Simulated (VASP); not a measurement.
Here is a VASP 6.6.1 calculation.

The input INCAR:

```
SYSTEM = Si25C24
PREC = Accurate
ENCUT = 520
EDIFF = 1E-6
ISMEAR = 0
SIGMA = 0.01
LREAL = Auto
LASPH = .TRUE.
NELM = 200
ALGO = Normal
ISIF = 2
LWAVE = .FALSE.
LCHARG = .FALSE.
ISPIN = 2
MAGMOM = 0 0 0 0 0.1 0 0 0 0.1 0 0 0.1 0 0.1 0 0 0 0 0.1 0 0 0.1 0 0 0.1 0 0 0 0 0 0 0 0 0 0 0 0 0 0 0 0 0.1 0 0 0 0 0 0.1 0.1
LORBIT = 11
GGA = PE
NBANDS = 132
NELECT = 195.0
GGA_COMPAT = .FALSE.
KPAR = 2
NCORE = 2
```

Contents of KPOINTS:

```
Automatic mesh
0
Gamma
  2 2 2
  0.5 0.5 0.5
```

POSCAR

```
Si25C24
1.0
    3.0919365161      5.3553911397      5.0742922929
   -6.1838730322      0.0000000000      5.0742922929
    3.0919365161     -5.3553911397      5.0742922929
Si C
25 24
Direct
    0.3337803634      0.6643403569      0.5014689392
    0.6653385128      0.9980728871      0.8293937699
    0.5019175299      0.8316137497      0.1682412061
    0.5014689392      0.3337803634      0.6643403569
    0.3573075420      0.1741907834      0.9917430977
    0.6643403569      0.5014689392      0.3337803634
    0.9980728871      0.8293937699      0.6653385128
    0.8293937699      0.6653385128      0.9980728871
    0.1741907834      0.9917430977      0.3573075420
    0.8316137497      0.1682412061      0.5019175299
    0.1682412061      0.5019175299      0.8316137497
    0.9917430977      0.3573075420      0.1741907834
    0.5001867122      0.6659872126      0.8320962993
    0.8241027010      0.9923723925      0.1595911617
    0.6659872126      0.8320962993      0.5001867122
    0.6667673686      0.3345575789      0.9972994522
    0.5016913483      0.1669132965      0.3339896681
    0.8320962993      0.5001867122      0.6659872126
    0.1595911617      0.8241027010      0.9923723925
    0.9972994522      0.6667673686      0.3345575789
    0.3345575789      0.9972994522      0.6667673686
    0.9923723925      0.1595911617      0.8241027010
    0.3339896681      0.5016913483      0.1669132965
    0.1669132965      0.3339896681      0.5016913483
    0.0884217107      0.0884217107      0.0884217107
    0.4584674641      0.7906780112      0.6247718396
    0.7832776853      0.1261111843      0.9541813848
    0.6218353868      0.9576482077      0.2932107794
    0.6247718396      0.4584674641      0.7906780112
    0.4613144704      0.2946305996      0.1271685146
    0.7906780112      0.6247718396      0.4584674641
    0.1261111843      0.9541813848      0.7832776853
    0.9541813848      0.7832776853      0.1261111843
    0.2946305996      0.1271685146      0.4613144704
    0.9576482077      0.2932107794      0.6218353868
    0.2932107794      0.6218353868      0.9576482077
    0.1271685146      0.4613144704      0.2946305996
    0.2924024664      0.4563747545      0.6258678099
    0.6224813735      0.7926583152      0.9577861153
    0.4563747545      0.6258678099      0.2924024664
    0.4607319344      0.1240634194      0.7853281190
    0.2916647145      0.9591928214      0.1262114325
    0.6258678099      0.2924024664      0.4563747545
    0.9577861153      0.6224813735      0.7926583152
    0.7853281190      0.4607319344      0.1240634194
    0.1240634194      0.7853281190      0.4607319344
    0.7926583152      0.9577861153      0.6224813735
    0.1262114325      0.2916647145      0.9591928214
    0.9591928214      0.1262114325      0.2916647145
```

Potentials or basis: VASP PAW PBE potentials, release 64 (Si, C).

Command:

```console
$ cat potpaw_PBE.64/Si/POTCAR potpaw_PBE.64/C/POTCAR > POTCAR
$ mpirun -np 4 vasp_std > vasp.out
```

**Question.** Predict the net moment.

**Answer.** 0.50 μB per cell.

**Question.** Estimate the largest force.

**Answer.** 0.027 eV/Å.

Forces on the atoms (eV/Å):
```
Si  -0.001 -0.002  0.006
Si  -0.001  0.001 -0.002
Si  -0.006 -0.004 -0.005
Si   0.002  0.000  0.006
Si  -0.001 -0.009  0.009
Si  -0.001  0.002  0.006
Si   0.002  0.000 -0.002
Si  -0.001 -0.002 -0.002
Si  -0.007  0.006  0.009
Si  -0.001  0.007 -0.005
Si   0.006 -0.003 -0.005
Si   0.009  0.004  0.009
Si   0.001  0.005 -0.002
Si   0.000  0.003  0.011
Si   0.004 -0.003 -0.002
Si  -0.010 -0.003  0.002
Si  -0.002  0.001  0.002
Si  -0.004 -0.002 -0.002
Si  -0.002 -0.002  0.011
Si   0.008 -0.007  0.002
Si   0.002  0.010  0.002
Si   0.002 -0.001  0.011
Si   0.000 -0.002  0.002
Si   0.002  0.001  0.002
Si   0.000  0.000  0.027
C   -0.005 -0.002  0.002
C    0.009  0.001  0.006
C   -0.003  0.003  0.001
C    0.005 -0.003  0.002
C   -0.001  0.001  0.000
C    0.001  0.006  0.002
C   -0.004 -0.008  0.006
C   -0.005  0.007  0.006
C    0.001  0.001  0.000
C    0.004  0.001  0.001
C   -0.001 -0.004  0.001
C    0.000 -0.001  0.000
C   -0.002  0.002 -0.003
C    0.003  0.008 -0.006
C    0.002  0.001 -0.003
C    0.001  0.009 -0.009
C   -0.003 -0.002 -0.021
C   -0.001 -0.002 -0.003
C   -0.009 -0.002 -0.006
C   -0.009 -0.003 -0.009
C    0.007 -0.006 -0.009
C    0.006 -0.007 -0.006
C    0.003 -0.001 -0.021
C    0.000  0.003 -0.021
```

Caveat: the k points lie up to 0.40 Å⁻¹ apart; the cell carries a net charge on a neutralising background, which shifts energy and pressure; the cell differs from its parent crystal (with an interstitial atom, then relaxed in part).
